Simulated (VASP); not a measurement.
# Dy3Br (Pm-3m) in VASP: further runs

Dy3Br is run at these levels: PBE; tasks: single point, relaxation of cell and atoms.

Everything below comes from runs of VASP 6.6.1. Logs are shortened: lines on timing, memory, paths and dates and some standing lists are left out, and cuts for length are marked.

## (1) The cell of the first run

Symmetry: Pm-3m, No. 221, cubic system. Conventional cell: a = 4.804 Å, b = 4.804 Å, c = 4.804 Å, α = 90.00°, β = 90.00°, γ = 90.00°. Within 4.5 Å of Dy (site symmetry 4/mmm) lie 8 Dy at 3.40 Å and 4 Br at 3.40 Å. Within 4.5 Å of Br (site symmetry m-3m) lie 12 Dy at 3.40 Å.

The cell was generated, and may not be a known phase.

## (2) Single point, PBE

File INCAR:

```
  PREC = Accurate
  ENCUT = 500
  EDIFF = 1E-6
  ISMEAR = 0
  SIGMA = 0.1
  LREAL = F
  LASPH = T
  NELM = 200
  ALGO = Normal
  ISIF = 2
  LWAVE = F
  LCHARG = F
  GGA = PE
  NBANDS = 25
  GGA_COMPAT = F
  LMAXMIX = 6
```

File KPOINTS:

```
Automatic mesh
0
Gamma
  4 4 4
```

File POSCAR:

```
Dy3Br
1.0
    4.8037356700      0.0000000000      0.0000000000
    0.0000000000      4.8037356700      0.0000000000
    0.0000000000      0.0000000000      4.8037356700
Dy Br
3 1
Direct
    0.5000000000      0.0000000000      0.5000000000
    0.0000000000      0.5000000000      0.5000000000
    0.5000000000      0.5000000000      0.0000000000
    0.0000000000      0.0000000000      0.0000000000
```

Potentials or basis: VASP PAW PBE potentials, release 64 (Dy_3, Br), 4f in core.

Command:

```console
$ cat potpaw_PBE.64/Dy_3/POTCAR potpaw_PBE.64/Br/POTCAR > POTCAR
$ mpirun -np 1 vasp_std > vasp.out
```

OUTCAR:

```text
PREC = Accurate
   ENCUT = 500
   EDIFF = 1E-6
   ISMEAR = 0
   LREAL = F
   LASPH = T
   NELM = 200
   ISIF = 2
   GGA = PE

 ion  position               nearest neighbor table
   1  0.500  0.000  0.500-   2 3.40   3 3.40   3 3.40   2 3.40   3 3.40   3 3.40   2 3.40   2 3.40

   2  0.000  0.500  0.500-   1 3.40   3 3.40   3 3.40   1 3.40   1 3.40   3 3.40   3 3.40   1 3.40

   3  0.500  0.500  0.000-   1 3.40   2 3.40   1 3.40   2 3.40   1 3.40   1 3.40   2 3.40   2 3.40

   4  0.000  0.000  0.000-

  LATTYP: Found a simple cubic cell.
 ALAT       =     4.8037356700

  Lattice vectors:

 A1 = (   4.8037356700,   0.0000000000,   0.0000000000)
 A2 = (   0.0000000000,   4.8037356700,   0.0000000000)
 A3 = (   0.0000000000,   0.0000000000,   4.8037356700)

Analysis of symmetry for initial positions (statically):
=====================================================================
 Subroutine PRICEL returns:
 Original cell was already a primitive cell.

 Routine SETGRP: Setting up the symmetry group for a
 simple cubic supercell.

 Subroutine GETGRP returns: Found 48 space group operations
 (whereof 48 operations were pure point group operations)
 out of a pool of 48 trial point group operations.

The static configuration has the point symmetry O_h .

Analysis of symmetry for dynamics (positions and initial velocities):
=====================================================================
 Subroutine PRICEL returns:
 Original cell was already a primitive cell.

 Routine SETGRP: Setting up the symmetry group for a
 simple cubic supercell.

 Subroutine GETGRP returns: Found 48 space group operations
 (whereof 48 operations were pure point group operations)
 out of a pool of 48 trial point group operations.

The dynamic configuration has the point symmetry O_h .

 Subroutine INISYM returns: Found 48 space group operations
 (whereof 48 operations are pure point group operations),
 and found     1 'primitive' translations

----------------------------------------------------------------------------------------

                                     Primitive cell

  volume of cell :     110.8504

  direct lattice vectors                    reciprocal lattice vectors
     4.803735670  0.000000000  0.000000000     0.208171321  0.000000000  0.000000000
     0.000000000  4.803735670  0.000000000     0.000000000  0.208171321  0.000000000
     0.000000000  0.000000000  4.803735670     0.000000000  0.000000000  0.208171321

  length of vectors
     4.803735670  4.803735670  4.803735670     0.208171321  0.208171321  0.208171321

  position of ions in fractional coordinates (direct lattice)
     0.500000000  0.000000000  0.500000000
     0.000000000  0.500000000  0.500000000
     0.500000000  0.500000000  0.000000000
     0.000000000  0.000000000  0.000000000

  ion indices of the primitive-cell ions
   primitive index   ion index
                 1           1
                 2           2
                 3           3
                 4           4

----------------------------------------------------------------------------------------

 KPOINTS: Automatic mesh

Automatic generation of k-mesh.
 Grid dimensions read from file:
 generate k-points for:    4    4    4

 Generating k-lattice:

  Cartesian coordinates                     Fractional coordinates (reciprocal lattice)
     0.052042830  0.000000000  0.000000000     0.250000000  0.000000000  0.000000000
     0.000000000  0.052042830  0.000000000     0.000000000  0.250000000  0.000000000
     0.000000000  0.000000000  0.052042830     0.000000000  0.000000000  0.250000000

  Length of vectors
     0.052042830  0.052042830  0.052042830

  Shift w.r.t. Gamma in fractional coordinates (k-lattice)
     0.000000000  0.000000000  0.000000000

 Subroutine IBZKPT returns following result:
 ===========================================

 Found     10 irreducible k-points:

 Following reciprocal coordinates:
            Coordinates               Weight
  0.000000  0.000000  0.000000      1.000000
  0.250000  0.000000  0.000000      6.000000
  0.500000  0.000000  0.000000      3.000000
  0.250000  0.250000  0.000000     12.000000
  0.500000  0.250000  0.000000     12.000000
  0.500000  0.500000  0.000000      3.000000
  0.250000  0.250000  0.250000      8.000000
  0.500000  0.250000  0.250000     12.000000
  0.500000  0.500000  0.250000      6.000000
  0.500000  0.500000  0.500000      1.000000
   k-points           NKPTS =     10   k-points in BZ     NKDIM =     10   number of bands    NBANDS=     25
   number of dos      NEDOS =    301   number of ions     NIONS =      4
   total plane-waves  NPLWV =  46656
   dimension x,y,z NGX =    36 NGY =   36 NGZ =   36
   dimension x,y,z NGXF=    72 NGYF=   72 NGZF=   72
   ions per type =               3   1
   NGX,Y,Z   is equivalent  to a cutoff of  12.46, 12.46, 12.46 a.u.
   NGXF,Y,Z  is equivalent  to a cutoff of  24.92, 24.92, 24.92 a.u.
 SYSTEM =  unknown system
   PREC   = accura    normal or accurate (medium, high low for compatibility)
   ISTART =      0    job   : 0-new  1-cont  2-samecut
   ICHARG =      2    charge: 1-file 2-atom 10-const
   ISPIN  =      1    spin polarized calculation?
   LNONCOLLINEAR =      F non collinear calculations
   LSORBIT =      F    spin-orbit coupling
   LASPH  =      T    aspherical Exc in radial PAW
   ENCUT  =  500.0 eV  36.75 Ry    6.06 a.u.   8.76  8.76  8.76*2*pi/ulx,y,z
   NELM   =    200;   NELMIN=  2; NELMDL= -5     # of ELM steps
   EDIFF  = 0.1E-05   stopping-criterion for ELM
   LREAL  =      F    real-space projection
   EDIFFG = 0.1E-04   stopping-criterion for IOM
   NSW    =      0    number of steps for IOM
   IBRION =     -1    ionic relax: 0-MD 1-quasi-New 2-CG
   NFREE  =      0    steps in history (QN), initial steepest desc. (CG)
   ISIF   =      2    stress and relaxation
   ISYM   =      2    0-nonsym 1-usesym 2-fastsym
   POTIM  = 0.5000    time-step for ionic-motion
   TEBEG  =    0.0;   TEEND  =   0.0 temperature during run
   PSTRESS=    0.0 pullay stress
   NELECT =      34.0000    total number of electrons
   NUPDOWN=      -1.0000    fix difference up-down
   EMIN   =  10.00;   EMAX   =-10.00  energy-range for DOS
   EFERMI =   0.00;   METHOD = LEGACY
   ISMEAR =     0;   SIGMA  =   0.10  broadening in eV -4-tet -1-fermi 0-gaus
   EFERMI_NEDOS =   21; number of points for ismear=-14 and -15
   IALGO  =     38    algorithm
   IMIX   =      4    mixing-type and parameters
     AMIX     =   0.40;   BMIX     =  1.00
     AMIX_MAG =   1.60;   BMIX_MAG =  1.00
  volume/ion in A,a.u.               =      27.71       187.01
  Fermi-wavevector in a.u.,A,eV,Ry     =   1.104050  2.086352 16.584497  1.218926
  Thomas-Fermi vector in A             =   2.240517
   LORBIT       =      0    0 simple, 1 ext, 2 COOP (PROOUT), +10 PAW based schemes
   GGA     = PE    functional components
   LHFCALC =     F    Hartree Fock is set to
   AEXX    =    0.0000 exact exchange contribution
   IVDW    =     0    specifies the selected vdW correction
   LEPSILON=     F    determine dielectric tensor
   LRPA    =     F    only Hartree local field effects (RPA)
 non-spin polarized calculation
 Gauss-broadening in eV      SIGMA  =   0.10
  energy-cutoff  :      500.00
  volume of cell :      110.85
 maximum number of plane-waves:      2832
 NGX is ok and might be reduce to    36
   NGX = 17   NGY = 17   NGZ = 17

 number of electron      33.9999995 magnetization

 Free energy of the ion-electron system (eV)
  ---------------------------------------------------
  ext. energy  EPLUGINS =         0.00000000
  ---------------------------------------------------
  free energy    TOTEN  =       -15.26566699 eV

  energy without entropy =      -15.23794239  energy(sigma->0) =      -15.25180469

 E-fermi :   4.3126     XC(G=0): -10.0968

 val. band max:        4.3093543535   @ k =   0.5000   0.2500   0.0000
 cond. band min:       4.3502680379   @ k =   0.5000   0.5000   0.5000
 fundamental gap:      0.0409136844
 Fermi energy:         4.3125713700

 k-point     1 :       0.0000    0.0000    0.0000
  band No.  band energies     occupation
      1     -19.4198      2.00000
      2     -19.4198      2.00000
      3     -19.4198      2.00000
      4     -19.0738      2.00000
      5     -19.0738      2.00000
      6     -19.0738      2.00000
[... 17 lines left out ...]
     24       9.3580      0.00000
     25       9.3817      0.00000

 k-point     2 :       0.2500    0.0000    0.0000
  band No.  band energies     occupation
      1     -19.3666      2.00000
      2     -19.3666      2.00000
      3     -19.3496      2.00000
      4     -19.0949      2.00000
      5     -19.0949      2.00000
      6     -19.0817      2.00000
[... 17 lines left out ...]
     24       7.6414      0.00000
     25       7.7906      0.00000

 k-point     3 :       0.5000    0.0000    0.0000
  band No.  band energies     occupation
      1     -19.2890      2.00000
      2     -19.2890      2.00000
      3     -19.2354      2.00000
      4     -19.1394      2.00000
      5     -19.1394      2.00000
      6     -19.0896      2.00000
[... 17 lines left out ...]
     24       6.6975      0.00000
     25       7.2188      0.00000

 k-point     4 :       0.2500    0.2500    0.0000
  band No.  band energies     occupation
      1     -19.4073      2.00000
      2     -19.3124      2.00000
      3     -19.2444      2.00000
      4     -19.1873      2.00000
      5     -19.1054      2.00000
      6     -18.9942      2.00000
[... 17 lines left out ...]
     24       7.5660      0.00000
     25       7.6496      0.00000
[... 85 lines left out ...]
 k-point     8 :       0.5000    0.2500    0.2500
  band No.  band energies     occupation
      1     -19.3984      2.00000
      2     -19.3835      2.00000
      3     -19.3414      2.00000
      4     -19.2229      2.00000
      5     -19.0506      2.00000
      6     -18.9521      2.00000
[... 17 lines left out ...]
     24       7.0045      0.00000
     25       7.0489      0.00000

 k-point     9 :       0.5000    0.5000    0.2500
  band No.  band energies     occupation
      1     -19.4501      2.00000
      2     -19.4173      2.00000
      3     -19.3564      2.00000
      4     -19.3564      2.00000
      5     -18.9357      2.00000
      6     -18.9357      2.00000
[... 17 lines left out ...]
     24       7.1661      0.00000
     25       7.2229      0.00000

 k-point    10 :       0.5000    0.5000    0.5000
  band No.  band energies     occupation
      1     -19.5233      2.00000
      2     -19.4433      2.00000
      3     -19.4433      2.00000
      4     -19.4433      2.00000
      5     -18.8488      2.00000
      6     -18.8488      2.00000
[... 17 lines left out ...]
     24       6.8663      0.00000
     25       7.8303      0.00000

------------------------ aborting loop because EDIFF is reached ----------------------------------------

  FORCE on cell =-STRESS in cart. coord.  units (eV):
  Direction    XX          YY          ZZ          XY          YZ          ZX
  --------------------------------------------------------------------------------------
  -------------------------------------------------------------------------------------
  Total        1.2772530      1.2772530      1.2772530     -0.0000000     -0.0000000     -0.0000000
  in kB       18.4607869     18.4607869     18.4607869     -0.0000000     -0.0000000     -0.0000000
  external PRESSURE =      18.4607869 kB  Pullay stress =       0.0000000 kB

 VOLUME and BASIS-vectors are now :
 -----------------------------------------------------------------------------
  energy-cutoff  :      500.00
  volume of cell :      110.85
      direct lattice vectors                 reciprocal lattice vectors
     4.803735670  0.000000000  0.000000000     0.208171321  0.000000000  0.000000000
     0.000000000  4.803735670  0.000000000     0.000000000  0.208171321  0.000000000
     0.000000000  0.000000000  4.803735670     0.000000000  0.000000000  0.208171321

 POSITION                                       TOTAL-FORCE (eV/Angst)
 -----------------------------------------------------------------------------------
      2.40187      0.00000      2.40187         0.000000      0.000000      0.000000
      0.00000      2.40187      2.40187         0.000000      0.000000      0.000000
      2.40187      2.40187      0.00000         0.000000      0.000000      0.000000
      0.00000      0.00000      0.00000         0.000000      0.000000      0.000000
 -----------------------------------------------------------------------------------
    total drift:                                0.000000      0.000000      0.000000

  FREE ENERGIE OF THE ION-ELECTRON SYSTEM (eV)
  ---------------------------------------------------
  free  energy   TOTEN  =       -15.2656669884 eV

  energy  without entropy=      -15.2379423912  energy(sigma->0) =      -15.25180469
```

It took 18 s on 1 thread of AMD EPYC 9R45 (Zen 5), shared host; peak memory 0.18 GiB.

What came out:

```
Free energy            : -15.2657 eV
Pressure               : 1.8 GPa
Band gap on the k mesh : zero (bands 17 and 18 overlap by 1.40 eV)
```

Caveat: spin-orbit coupling is left out, which moves the levels of the heavy elements; the 4f electrons are frozen in the core, so they carry no moment and show no levels; the run has no spin polarisation, though such a crystal can be magnetic. Spin polarisation is off, so any magnetic state and its effect on volume and gap are missing.

## (3) Single point, PBE

This run uses another cell than the first one, of 28.91 Å³/atom.

File INCAR:

```
SYSTEM = Dy3Br
PREC = Accurate
ENCUT = 500
EDIFF = 1E-6
ISMEAR = 0
SIGMA = 0.1
LREAL = .FALSE.
LASPH = .TRUE.
NELM = 200
ALGO = Normal
ISIF = 2
LWAVE = .FALSE.
LCHARG = .FALSE.
GGA = PE
NBANDS = 25
GGA_COMPAT = .FALSE.
LMAXMIX = 6
```

File KPOINTS:

```
Automatic mesh
0
G
  10 10 10
  0 0 0
```

File POSCAR:

```
Dy3Br
1.0
    4.8719612414      0.0000000000      0.0000000000
    0.0000000000      4.8719612414      0.0000000000
    0.0000000000      0.0000000000      4.8719612414
Dy Br
3 1
Direct
    0.5000000000      0.0000000000      0.5000000000
    0.0000000000      0.5000000000      0.5000000000
    0.5000000000      0.5000000000      0.0000000000
    0.0000000000      0.0000000000      0.0000000000
```

Potentials or basis: VASP PAW PBE potentials, release 64 (Dy_3, Br), 4f in core.

Command:

```console
$ cat potpaw_PBE.64/Dy_3/POTCAR potpaw_PBE.64/Br/POTCAR > POTCAR
$ mpirun -np 1 vasp_std > vasp.out
```

Run time: 78 s. Hardware: 1 thread of AMD EPYC 9R45 (Zen 5), shared host; peak memory 0.27 GiB.

It converged, with:

```yaml
Free_energy: -15.2992 eV
Pressure: 0.2 GPa
Band_gap_on_the_k_mesh: zero (bands 17 and 18 overlap by 1.34 eV)
```

Levels at points of the mesh, in eV from the Fermi level:
| k point | band 13 | band 14 | band 15 | band 16 | band 17 | band 18 | band 19 | band 20 |
| --- | --- | --- | --- | --- | --- | --- | --- | --- |
| (0.00, 0.00, 0.00) | -5.14 | -4.20 | -1.67 | -1.67 | -1.28 | -0.87 | -0.87 | -0.87 |
| (0.50, 0.00, 0.00) | -5.38 | -2.14 | -1.17 | -0.27 | -0.17 | 0.38 | 0.96 | 0.96 |
| (0.50, 0.50, 0.00) | -5.55 | -1.27 | -0.38 | -0.38 | 0.18 | 1.07 | 1.09 | 1.09 |
| (0.50, 0.50, 0.50) | -5.48 | -2.08 | -2.08 | -2.08 | -0.07 | 1.24 | 1.34 | 1.34 |

Caveat: spin-orbit coupling is left out, which moves the levels of the heavy elements; the 4f electrons are frozen in the core, so they carry no moment and show no levels; the run has no spin polarisation, though such a crystal can be magnetic. Spin polarisation is off, so any magnetic state and its effect on volume and gap are missing.

## (4) Relaxation of cell and atoms, PBE

File INCAR:

```
SYSTEM = Dy3Br
  PREC = Accurate
  ENCUT = 500
  EDIFF = 1E-7
  ISMEAR = 0
  SIGMA = 0.1
  LREAL = .FALSE.
  LASPH = .TRUE.
  NELM = 200
  ALGO = Normal
  ISIF = 3
  LWAVE = .FALSE.
  LCHARG = .FALSE.
  GGA = PE
  IBRION = 2
  NSW = 100
  EDIFFG = -0.01
  GGA_COMPAT = .FALSE.
  NELMIN = 4
  LMAXMIX = 6
```

KPOINTS is that of step 3.

File POSCAR:

```
Dy3Br
1.0
    4.8037356700      0.0000000000      0.0000000000
    0.0000000000      4.8037356700      0.0000000000
    0.0000000000      0.0000000000      4.8037356700
Dy Br
3 1
Direct
    0.5000000000      0.0000000000      0.5000000000
    0.0000000000      0.5000000000      0.5000000000
    0.5000000000      0.5000000000      0.0000000000
    0.0000000000      0.0000000000      0.0000000000
```

Command:

```console
$ cat potpaw_PBE.64/Dy_3/POTCAR potpaw_PBE.64/Br/POTCAR > POTCAR
$ mpirun -np 1 vasp_std > vasp.out
```

Run time: 2.8 min. Hardware: 1 thread of AMD EPYC 9R45 (Zen 5), shared host; peak memory 0.26 GiB.

Results (log left out):

```yaml
Free_energy: -15.2995 eV
Relaxed_volume: 29.12 Å³/atom
Relaxed_cell: a = 4.884 Å, b = 4.884 Å, c = 4.884 Å, α = 90.00°, β = 90.00°, γ = 90.00°
Space_group_after_relaxing_to_0.1_Å: Pm-3m (No. 221)
Energy_gained_by_relaxing: 7.4 meV/atom
Ionic_steps: 3
Pressure_after_relaxing: 0.0 GPa
Band_gap_on_the_k_mesh: zero (bands 17 and 18 overlap by 1.31 eV)
```

The path:
```
step  energy change (eV)  largest force (eV/Å)  pressure (GPa)  volume (Å³)
   1              0.0000                0.0000            1.77       110.85
   2             -0.0294                0.0000            0.18       115.83
   3             -0.0297                0.0000            0.00       116.47
```

Final structure:
```
CELL_PARAMETERS angstrom
4.88356 0.00000 0.00000
0.00000 4.88356 0.00000
0.00000 0.00000 4.88356
ATOMIC_POSITIONS crystal
Dy 0.50000 0.00000 0.50000
Dy 0.00000 0.50000 0.50000
Dy 0.50000 0.50000 0.00000
Br 0.00000 0.00000 0.00000
```

Levels at points of the mesh, in eV from the Fermi level:
```tsv
k point	band 14	band 15	band 16	band 17	band 18	band 19
(0.00, 0.00, 0.00)	-4.19	-1.65	-1.65	-1.27	-0.85	-0.85
(0.50, 0.00, 0.00)	-2.14	-1.19	-0.26	-0.16	0.38	0.95
(0.50, 0.50, 0.00)	-1.29	-0.39	-0.39	0.18	1.05	1.08
(0.50, 0.50, 0.50)	-2.07	-2.07	-2.07	-0.07	1.21	1.33
```

Caveat: spin-orbit coupling is left out, which moves the levels of the heavy elements; the 4f electrons are frozen in the core, so they carry no moment and show no levels; the run has no spin polarisation, though such a crystal can be magnetic.

## (5) Overview

| task | cell | k mesh | gap on the mesh (eV) | pressure (GPa) |
| --- | --- | --- | --- | --- |
| single point | a = 4.804 Å, 4 atoms | 4 × 4 × 4 | none | 1.8 |
| single point | a = 4.872 Å, 4 atoms | 10 × 10 × 10 | none | 0.2 |
| relaxation of cell and atoms | relaxed from a = 4.804 Å, 4 atoms | 10 × 10 × 10 | none | 0.0 |

Alike in all rows: level PBE; potentials or basis VASP PAW PBE potentials, release 64 (Dy_3, Br), 4f in core; no spin polarisation; cutoff (eV) 500; smearing gaussian 0.1 eV.

Caveats: spin-orbit coupling is left out, which moves the levels of the heavy elements; the 4f electrons are frozen in the core, so they carry no moment and show no levels; the run has no spin polarisation, though such a crystal can be magnetic.

Absolute energies hang on the potentials; compare differences alone.

The gap in the log of VASP goes by the Fermi energy; the results here count the filled bands.